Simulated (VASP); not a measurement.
# TiO2 (C2/m) in VASP: settings compared, part 2 of 2

VASP 6.6.1. The steps go on from the part before.

## Step 3: Single point, SVWN5

Input file INCAR:

```
PREC = Accurate ; ENCUT = 520
EDIFF = 1E-7 ; ISMEAR = -1
SIGMA = 0.05 ; LREAL = False
LASPH = True ; NELM = 100
ALGO = Normal ; ISIF = 2
LWAVE = False ; LCHARG = False
GGA = VW ; NBANDS = 60
```

Input file KPOINTS:

```
regular mesh
0
Gamma
  8 8 4
```

Input file POSCAR:

```
TiO2
1.0
    6.2742662098     -1.9204086332      0.0000000000
    6.2742662098      1.9204086332      0.0000000000
   -1.9661460253      0.0000000000      6.4530957747
Ti O
4 8
Direct
    0.9000710000      0.9000710000      0.2896020000
    0.1952860000      0.1952860000      0.2837620000
    0.0999290000      0.0999290000      0.7103980000
    0.8047140000      0.8047140000      0.7162380000
    0.3619310000      0.3619310000      0.2933970000
    0.2634885000      0.2634885000      0.6525000000
    0.8671885000      0.8671885000      0.9952910000
    0.7365115000      0.7365115000      0.3475000000
    0.9416475000      0.9416475000      0.6300210000
    0.1328115000      0.1328115000      0.0047090000
    0.6380690000      0.6380690000      0.7066030000
    0.0583525000      0.0583525000      0.3699790000
```

Potentials or basis: VASP PAW PBE potentials, release 64 (Ti_sv, O).

On the command line:

```bash
cat potpaw_PBE.64/Ti_sv/POTCAR potpaw_PBE.64/O/POTCAR > POTCAR
mpirun -np 1 vasp_std > vasp.out
```

OUTCAR:

```text
PREC = Accurate
   ENCUT = 520
   EDIFF = 1E-7
   ISMEAR = -1
   LREAL = False
   LASPH = True
   NELM = 100
   ISIF = 2
   GGA = VW

 ion  position               nearest neighbor table
   1  0.900  0.900  0.290-  12 1.90   7 1.91   5 1.98   5 1.98   8 2.20   9 2.20
   2  0.195  0.195  0.284-  10 1.82  12 1.97   8 2.00   8 2.00   5 2.07   6 2.38
   3  0.100  0.100  0.710-   9 1.90  10 1.91  11 1.98  11 1.98   6 2.20  12 2.20
   4  0.805  0.805  0.716-   7 1.82   9 1.97   6 2.00   6 2.00  11 2.07   8 2.38
   5  0.362  0.362  0.293-   1 1.98   1 1.98   2 2.07
   6  0.263  0.263  0.653-   4 2.00   4 2.00   3 2.20   2 2.38
   7  0.867  0.867  0.995-   4 1.82   1 1.91
   8  0.737  0.737  0.347-   2 2.00   2 2.00   1 2.20   4 2.38
   9  0.942  0.942  0.630-   3 1.90   4 1.97   1 2.20
  10  0.133  0.133  0.005-   2 1.82   3 1.91
  11  0.638  0.638  0.707-   3 1.98   3 1.98   4 2.07
  12  0.058  0.058  0.370-   1 1.90   2 1.97   3 2.20

  LATTYP: Found a base centered monoclinic cell.
 ALAT       =    12.5485324196
 B/A-ratio  =     0.3060770087
 C/A-ratio  =     0.5375907333
 COS(beta)  =    -0.2914546970

  Lattice vectors:

 A1 = (   6.2742662098,  -1.9204086332,   0.0000000000)
 A2 = (   6.2742662098,   1.9204086332,   0.0000000000)
 A3 = (  -1.9661460253,   0.0000000000,   6.4530957747)

Analysis of symmetry for initial positions (statically):
=====================================================================
 Subroutine PRICEL returns:
 Original cell was already a primitive cell.

 Routine SETGRP: Setting up the symmetry group for a
 base centered monoclinic supercell.

 Subroutine GETGRP returns: Found  4 space group operations
 (whereof  4 operations were pure point group operations)
 out of a pool of  4 trial point group operations.

The static configuration has the point symmetry C_2h.

Analysis of symmetry for dynamics (positions and initial velocities):
=====================================================================
 Subroutine PRICEL returns:
[... 154 lines left out ...]
   GGA     = VW    functional components
   LHFCALC =     F    Hartree Fock is set to
   AEXX    =    0.0000 exact exchange contribution
   IVDW    =     0    specifies the selected vdW correction
   LEPSILON=     F    determine dielectric tensor
   LRPA    =     F    only Hartree local field effects (RPA)
 non-spin polarized calculation
  energy-cutoff  :      520.00
  volume of cell :      155.51
 maximum number of plane-waves:      4211
 NGX is ok and might be reduce to    50
   NGX = 25   NGY = 25   NGZ = 25

 number of electron      96.0000001 magnetization

 Free energy of the ion-electron system (eV)
  ---------------------------------------------------
  ext. energy  EPLUGINS =         0.00000000
  ---------------------------------------------------
  free energy    TOTEN  =      -116.59534038 eV

  energy without entropy =     -116.59534038  energy(sigma->0) =     -116.59534038

 E-fermi :   2.9721     XC(G=0): -10.5947

 val. band max:        1.6556793793   @ k =  -0.3750   0.2500   0.5000
 cond. band min:       4.1055056846   @ k =   0.0000   0.0000   0.0000
 fundamental gap:      2.4498263053
 Fermi energy:         2.9720848460

 k-point     1 :       0.0000    0.0000    0.0000
  band No.  band energies     occupation
      1     -54.1744      2.00000
      2     -54.1653      2.00000
      3     -54.0801      2.00000
      4     -54.0749      2.00000
      5     -30.8255      2.00000
      6     -30.7866      2.00000
[... 1501 lines left out ...]
     59       5.8335      0.00000
     60       5.8735      0.00000

 [... further k-points ...]
[... 5 lines left out ...]
  --------------------------------------------------------------------------------------
  -------------------------------------------------------------------------------------
  Total      -19.3566143    -18.8623678    -20.0434316      0.0000000      0.0000000     -0.1947110
  in kB     -199.4276090   -194.3354784   -206.5037598      0.0000000      0.0000000     -2.0060717
  external PRESSURE =    -200.0889491 kB  Pullay stress =       0.0000000 kB

 VOLUME and BASIS-vectors are now :
 -----------------------------------------------------------------------------
  energy-cutoff  :      520.00
  volume of cell :      155.51
      direct lattice vectors                 reciprocal lattice vectors
     6.274266210 -1.920408633  0.000000000     0.079690594 -0.260361254  0.024280338
     6.274266210  1.920408633  0.000000000     0.079690594  0.260361254  0.024280338
    -1.966146025  0.000000000  6.453095775     0.000000000  0.000000000  0.154964382

 POSITION                                       TOTAL-FORCE (eV/Angst)
 -----------------------------------------------------------------------------------
     10.72517      0.00000      1.86883         0.119293      0.000000     -0.173992
      1.89264      0.00000      1.83114        -0.004254      0.000000     -0.447597
     -0.14278      0.00000      4.58427        -0.119293      0.000000      0.173992
      8.68975      0.00000      4.62195         0.004254      0.000000      0.447597
      3.96484      0.00000      1.89332        -0.407074      0.000000     -0.018381
      2.02348      0.00000      4.21064        -0.296563      0.000000      0.044059
      8.92506      0.00000      6.42271        -0.371286      0.000000     -0.253536
      8.55890      0.00000      2.24245         0.296563      0.000000     -0.044059
     10.57758      0.00000      4.06559         0.189292      0.000000     -0.031218
      1.65733      0.00000      0.03039         0.371286      0.000000      0.253536
      6.61754      0.00000      4.55978         0.407074      0.000000      0.018381
      0.00481      0.00000      2.38751        -0.189292      0.000000      0.031218
 -----------------------------------------------------------------------------------
    total drift:                               -0.000000     -0.000000      0.000000

  FREE ENERGIE OF THE ION-ELECTRON SYSTEM (eV)
  ---------------------------------------------------
  free  energy   TOTEN  =      -116.5953403818 eV

  energy  without entropy=     -116.5953403817  energy(sigma->0) =     -116.59534038
```

Wall time 37 min (1 thread of Oxide Virtual Turin-like, shared host); peak memory 0.59 GiB.

What came out:

```yaml
Free_energy: -116.5953 eV
Pressure: -20.0 GPa
Largest_force: 0.450 eV/Å
Band_gap_on_the_k_mesh: 2.45 eV (least direct gap 2.61 eV)
```

Forces in eV/Å, atoms in the order of the input:
```
Ti   0.119  0.000 -0.174
Ti  -0.004  0.000 -0.448
Ti  -0.119  0.000  0.174
Ti   0.004  0.000  0.448
O   -0.407  0.000 -0.018
O   -0.297  0.000  0.044
O   -0.371  0.000 -0.254
O    0.297  0.000 -0.044
O    0.189  0.000 -0.031
O    0.371  0.000  0.254
O    0.407  0.000  0.018
O   -0.189  0.000  0.031
```

Stress tensor (GPa, compression positive):
```
-19.94   0.00  -0.20
  0.00 -19.43   0.00
 -0.20   0.00 -20.65
```

Levels at points of the mesh, in eV from the valence-band top:
| k point | band 45 | band 46 | band 47 | band 48 | band 49 | band 50 | band 51 | band 52 |
| --- | --- | --- | --- | --- | --- | --- | --- | --- |
| (0.00, 0.00, 0.00) | -0.75 | -0.73 | -0.37 | -0.16 | 2.45 | 2.76 | 2.98 | 3.00 |
| (0.50, 0.00, 0.00) | -0.83 | -0.48 | -0.21 | -0.12 | 2.80 | 2.85 | 3.23 | 3.28 |
| (0.50, 0.50, 0.00) | -0.85 | -0.64 | -0.38 | -0.11 | 2.58 | 2.62 | 3.09 | 3.15 |
| (0.00, 0.00, 0.50) | -0.71 | -0.67 | -0.56 | -0.43 | 2.55 | 2.80 | 2.94 | 3.05 |
| (0.50, 0.00, 0.50) | -0.67 | -0.51 | -0.09 | -0.01 | 2.84 | 2.88 | 3.10 | 3.29 |
| (0.50, 0.50, 0.50) | -0.81 | -0.45 | -0.20 | -0.20 | 2.69 | 2.79 | 2.91 | 3.07 |

Caveat: the cell stands under tension; the PAW data sets were made with another functional, which shifts forces and pressure a little.

## Step 4: Single point, revPBE+D4

This run uses another cell than the first one, of 11.98 Å³/atom.

Input file INCAR:

```
SYSTEM = TiO2
PREC     = Accurate       ! precision mode
ENCUT    = 520            ! plane-wave cutoff, eV
EDIFF    = 1E-6           ! SCF threshold, eV
ISMEAR   = -1             ! smearing method
SIGMA    = 0.05           ! smearing width, eV
LREAL    = .False.        ! projectors in reciprocal space
LASPH    = .True.         ! aspherical terms in the spheres
NELM     = 60             ! most SCF steps
ALGO     = Normal         ! electronic algorithm
ISIF     = 2              ! what is computed and relaxed
LWAVE    = .False.        ! write WAVECAR
LCHARG   = .False.        ! write CHGCAR
GGA      = RE             ! functional
IVDW     = 13             ! dispersion correction
NBANDS   = 60             ! bands
```

Input file KPOINTS:

```
regular mesh
0
Gamma
  8 8 4
  0 0 0
```

Changes to POSCAR since step 3:

```diff
@@ -2,5 +2,5 @@
 1.0
-    6.2742662098     -1.9204086332      0.0000000000
-    6.2742662098      1.9204086332      0.0000000000
-   -1.9661460253      0.0000000000      6.4530957747
+    6.1122767729     -1.8708273909      0.0000000000
+    6.1122767729      1.8708273909      0.0000000000
+   -1.9153839319      0.0000000000      6.2864893037
 Ti O
```

On the command line:

```bash
cat potpaw_PBE.64/Ti_sv/POTCAR potpaw_PBE.64/O/POTCAR > POTCAR
mpirun -np 1 vasp_std > vasp.out
```

It took 35 min on 1 thread of Oxide Virtual Turin-like, shared host; peak memory 0.61 GiB.

Results (log left out):

```yaml
Free_energy: -107.9813 eV
Pressure: -0.4 GPa
Largest_force: 0.122 eV/Å
Band_gap_on_the_k_mesh: 2.82 eV (least direct gap 2.99 eV)
Dispersion_energy_per_atom: -0.364 eV
```

Forces on the atoms (eV/Å):
```
Ti   0.025  0.000 -0.045
Ti  -0.096  0.000 -0.076
Ti  -0.025  0.000  0.045
Ti   0.096  0.000  0.076
O    0.040  0.000  0.035
O    0.083  0.000  0.030
O   -0.039  0.000  0.030
O   -0.083  0.000 -0.030
O   -0.054  0.000 -0.003
O    0.039  0.000 -0.030
O   -0.040  0.000 -0.035
O    0.054  0.000  0.003
```

Stress tensor (GPa, compression positive):
```
-0.33  0.00  0.02
 0.00 -0.82  0.00
 0.02  0.00  0.01
```

Levels at points of the mesh, in eV from the valence-band top:
| k point | band 44 | band 45 | band 46 | band 47 | band 48 | band 49 | band 50 | band 51 | band 52 | band 53 |
| --- | --- | --- | --- | --- | --- | --- | --- | --- | --- | --- |
| (0.00, 0.00, 0.00) | -0.86 | -0.75 | -0.73 | -0.34 | -0.17 | 2.82 | 3.17 | 3.41 | 3.42 | 3.46 |
| (0.50, 0.00, 0.00) | -1.01 | -0.86 | -0.46 | -0.21 | -0.12 | 3.21 | 3.26 | 3.69 | 3.75 | 4.01 |
| (0.50, 0.50, 0.00) | -0.91 | -0.87 | -0.61 | -0.38 | -0.11 | 2.96 | 3.01 | 3.53 | 3.60 | 3.61 |
| (0.00, 0.00, 0.50) | -0.74 | -0.69 | -0.63 | -0.59 | -0.42 | 2.94 | 3.21 | 3.38 | 3.48 | 3.49 |
| (0.50, 0.00, 0.50) | -0.80 | -0.67 | -0.51 | -0.09 | -0.01 | 3.25 | 3.30 | 3.54 | 3.76 | 3.91 |
| (0.50, 0.50, 0.50) | -1.09 | -0.84 | -0.39 | -0.22 | -0.19 | 3.08 | 3.19 | 3.34 | 3.50 | 3.52 |

Caveat: the PAW data sets were made with another functional, which shifts forces and pressure a little. A k mesh can miss the band edges.

## Step 5: Single point, r2SCAN+D4

Changes to POSCAR since step 4:

```diff
@@ -2,5 +2,5 @@
 1.0
-    6.1122767729     -1.8708273909      0.0000000000
-    6.1122767729      1.8708273909      0.0000000000
-   -1.9153839319      0.0000000000      6.2864893037
+    6.2742662098     -1.9204086332      0.0000000000
+    6.2742662098      1.9204086332      0.0000000000
+   -1.9661460253      0.0000000000      6.4530957747
 Ti O
```

Input file INCAR.step1:

```
  PREC = Accurate
  ENCUT = 520
  ISMEAR = -1
  SIGMA = 0.05
  LREAL = F
  LASPH = T
  NELM = 100
  NBANDS = 60
  GGA = PE
  ALGO = Normal
  EDIFF = 1E-4
  LWAVE = T
  LCHARG = F
  KPAR = 4
```

Input file INCAR.step2:

```
  PREC = Accurate
  ENCUT = 520
  EDIFF = 1E-6
  ISMEAR = -1
  SIGMA = 0.05
  LREAL = F
  LASPH = T
  NELM = 100
  ALGO = Normal
  ISIF = 2
  LWAVE = F
  LCHARG = F
  METAGGA = R2SCAN
  LMIXTAU = T
  IVDW = 13
  VDW_S6 = 1.0
  VDW_S8 = 0.6018749
  VDW_A1 = 0.51559235
  VDW_A2 = 5.77342911
  NBANDS = 60
  ISTART = 1
  KPAR = 4
```

Input file KPOINTS:

```
regular mesh
0
Gamma
  8 8 4
```

Potentials or basis: VASP PAW PBE potentials, release 64 (Ti_sv, O).

On the command line:

```bash
cat potpaw_PBE.64/Ti_sv/POTCAR potpaw_PBE.64/O/POTCAR > POTCAR
cp INCAR.step1 INCAR
mpirun -np 4 vasp_std > vasp.out
cp INCAR.step2 INCAR
mpirun -np 4 vasp_std > vasp.out
```

OUTCAR:

```text
PREC = Accurate
   ENCUT = 520
   EDIFF = 1E-6
   ISMEAR = -1
   LREAL = F
   LASPH = T
   NELM = 100
   ISIF = 2
   METAGGA = R2SCAN
   IVDW = 13
   ISTART = 1

 ion  position               nearest neighbor table
   1  0.900  0.900  0.290-  12 1.90   7 1.91   5 1.98   5 1.98   8 2.20   9 2.20
   2  0.195  0.195  0.284-  10 1.82  12 1.97   8 2.00   8 2.00   5 2.07   6 2.38
   3  0.100  0.100  0.710-   9 1.90  10 1.91  11 1.98  11 1.98   6 2.20  12 2.20
[... 1749 lines left out ...]
  external pressure =     -155.69 kB  Pullay stress =        0.00 kB

 VOLUME and BASIS-vectors are now :
 -----------------------------------------------------------------------------
  energy-cutoff  :      520.00
  volume of cell :      155.51
      direct lattice vectors                 reciprocal lattice vectors
     6.274266210 -1.920408633  0.000000000     0.079690594 -0.260361254  0.024280338
     6.274266210  1.920408633  0.000000000     0.079690594  0.260361254  0.024280338
    -1.966146025  0.000000000  6.453095775     0.000000000  0.000000000  0.154964382

 POSITION                                       TOTAL-FORCE (eV/Angst)
 -----------------------------------------------------------------------------------
     10.72517      0.00000      1.86883         0.158679      0.000000     -0.226742
      1.89264      0.00000      1.83114        -0.052298      0.000000     -0.525535
     -0.14278      0.00000      4.58427        -0.158679      0.000000      0.226742
      8.68975      0.00000      4.62195         0.052298      0.000000      0.525535
      3.96484      0.00000      1.89332        -0.324388      0.000000     -0.001639
      2.02348      0.00000      4.21064        -0.222060      0.000000      0.060820
      8.92506      0.00000      6.42271        -0.304684      0.000000     -0.264458
      8.55890      0.00000      2.24245         0.222060      0.000000     -0.060820
     10.57758      0.00000      4.06559         0.161380      0.000000     -0.037332
      1.65733      0.00000      0.03039         0.304684      0.000000      0.264458
      6.61754      0.00000      4.55978         0.324388      0.000000      0.001639
      0.00481      0.00000      2.38751        -0.161380      0.000000      0.037332
 -----------------------------------------------------------------------------------
    total drift:                               -0.000000     -0.000000      0.000000

  FREE ENERGIE OF THE ION-ELECTRON SYSTEM (eV)
  ---------------------------------------------------
  free  energy   TOTEN  =      -139.8813113609 eV

  energy  without entropy=     -139.8813113609  energy(sigma->0) =     -139.88131136
```

OUTCAR.step1:

```text
PREC = Accurate
   ENCUT = 520
   ISMEAR = -1
   LREAL = F
   LASPH = T
[... 1774 lines left out ...]
     10.57758      0.00000      4.06559         0.160810      0.000000      0.046666
      1.65733      0.00000      0.03039         0.227683      0.000000      0.236316
      6.61754      0.00000      4.55978         0.221246      0.000000      0.023186
      0.00481      0.00000      2.38751        -0.160810      0.000000     -0.046666
 -----------------------------------------------------------------------------------
    total drift:                               -0.000000     -0.000000      0.000000

  FREE ENERGIE OF THE ION-ELECTRON SYSTEM (eV)
  ---------------------------------------------------
  free  energy   TOTEN  =      -107.4935157035 eV

  energy  without entropy=     -107.4935157035  energy(sigma->0) =     -107.49351570
```

OSZICAR.step1:

```text
N       E                     dE             d eps       ncg     rms          rms(c)
DAV:   1     0.148393661484E+04    0.14839E+04   -0.48138E+04  9480   0.183E+03
DAV:   2     0.170130789508E+03   -0.13138E+04   -0.12459E+04  9596   0.569E+02
DAV:   3    -0.119294994153E+03   -0.28943E+03   -0.28147E+03 11892   0.235E+02
DAV:   4    -0.141412327114E+03   -0.22117E+02   -0.22066E+02 13944   0.705E+01
DAV:   5    -0.142931890907E+03   -0.15196E+01   -0.15189E+01 14592   0.144E+01    0.425E+01
DAV:   6    -0.109593725081E+03    0.33338E+02   -0.23113E+02 13708   0.959E+01    0.198E+01
DAV:   7    -0.108370043217E+03    0.12237E+01   -0.49196E+01 13364   0.400E+01    0.112E+01
DAV:   8    -0.107415802019E+03    0.95424E+00   -0.43127E+00 13148   0.139E+01    0.492E+00
DAV:   9    -0.107539132594E+03   -0.12333E+00   -0.11749E+00 14368   0.563E+00    0.267E+00
DAV:  10    -0.107491584120E+03    0.47548E-01   -0.31274E-01 13488   0.378E+00    0.960E-01
DAV:  11    -0.107510768697E+03   -0.19185E-01   -0.15570E-01 13088   0.328E+00    0.110E+00
DAV:  12    -0.107494598454E+03    0.16170E-01   -0.40346E-02 13164   0.150E+00    0.408E-01
DAV:  13    -0.107493445255E+03    0.11532E-02   -0.18313E-02 13692   0.821E-01    0.102E-01
DAV:  14    -0.107493550848E+03   -0.10559E-03   -0.13890E-03 13044   0.239E-01    0.946E-02
DAV:  15    -0.107493515703E+03    0.35145E-04   -0.42098E-04  8760   0.136E-01
   1 F= -.10749352E+03 E0= -.10749352E+03  d E =-.575454E-11
```

Run time: 34 min. Hardware: 4 MPI ranks of Oxide Virtual Turin-like, shared host; peak memory 0.71 GiB.

What came out:

```
Free energy                : -139.8813 eV
Pressure                   : -15.6 GPa
Largest force              : 0.528 eV/Å
Band gap on the k mesh     : 2.91 eV (least direct gap 3.08 eV)
Dispersion energy per atom : -0.066 eV
```

Forces on the atoms (eV/Å):
```
Ti   0.159  0.000 -0.227
Ti  -0.052  0.000 -0.526
Ti  -0.159  0.000  0.227
Ti   0.052  0.000  0.526
O   -0.324  0.000 -0.002
O   -0.222  0.000  0.061
O   -0.305  0.000 -0.264
O    0.222  0.000 -0.061
O    0.161  0.000 -0.037
O    0.305  0.000  0.264
O    0.324  0.000  0.002
O   -0.161  0.000  0.037
```

Stress tensor (GPa, compression positive):
```
-15.42   0.00  -0.23
  0.00 -14.85   0.00
 -0.23   0.00 -16.43
```

Levels at points of the mesh, in eV from the valence-band top:
```
           k point  band 46  band 47  band 48  band 49  band 50  band 51
(0.00, 0.00, 0.00)    -0.76    -0.40    -0.17     2.91     3.21     3.39
(0.50, 0.00, 0.00)    -0.52    -0.20    -0.12     3.23     3.28     3.66
(0.50, 0.50, 0.00)    -0.66    -0.41    -0.12     3.04     3.08     3.52
(0.00, 0.00, 0.50)    -0.67    -0.60    -0.44     3.00     3.25     3.40
(0.50, 0.00, 0.50)    -0.54    -0.09    -0.02     3.28     3.31     3.53
(0.50, 0.50, 0.50)    -0.46    -0.22    -0.21     3.14     3.23     3.38
```

Caveat: the cell stands under tension; the PAW data sets were made with another functional, which shifts forces and pressure a little. A k mesh can miss the band edges.

## Step 6: Overview

| level | cell | gap on the mesh (eV) | pressure (GPa) | largest force (eV/Å) |
| --- | --- | --- | --- | --- |
| revPBE+D4 | a = 6.562, b = 6.562, c = 6.746 Å, angles 106.2, 106.2, 34.0°, 12 atoms | 2.55 | -13.2 | 0.59 |
| SVWN5 | a = 6.562, b = 6.562, c = 6.746 Å, angles 106.2, 106.2, 34.0°, 12 atoms | 2.45 | -20.0 | 0.45 |
| revPBE+D4 | a = 6.392, b = 6.392, c = 6.572 Å, angles 106.2, 106.2, 34.0°, 12 atoms | 2.82 | -0.4 | 0.12 |
| r2SCAN+D4 | a = 6.562, b = 6.562, c = 6.746 Å, angles 106.2, 106.2, 34.0°, 12 atoms | 2.91 | -15.6 | 0.53 |

Alike in all rows: task single point; potentials or basis VASP PAW PBE potentials, release 64 (Ti_sv, O); no spin polarisation; k mesh 8 × 8 × 4; cutoff (eV) 520; smearing fermi-dirac 0.05 eV.

On the cell as given the gap runs from 2.45 eV (SVWN5) to 2.91 eV (r2SCAN+D4). The pressure there spans -20.0 GPa (SVWN5) to -13.2 GPa (revPBE+D4); a positive pressure means that this level wants a larger cell, a negative one a smaller.

Caveats: the PAW data sets were made with another functional, which shifts forces and pressure a little; the cell stands under tension (at least some runs).

Absolute energies hang on the potentials; compare differences alone.
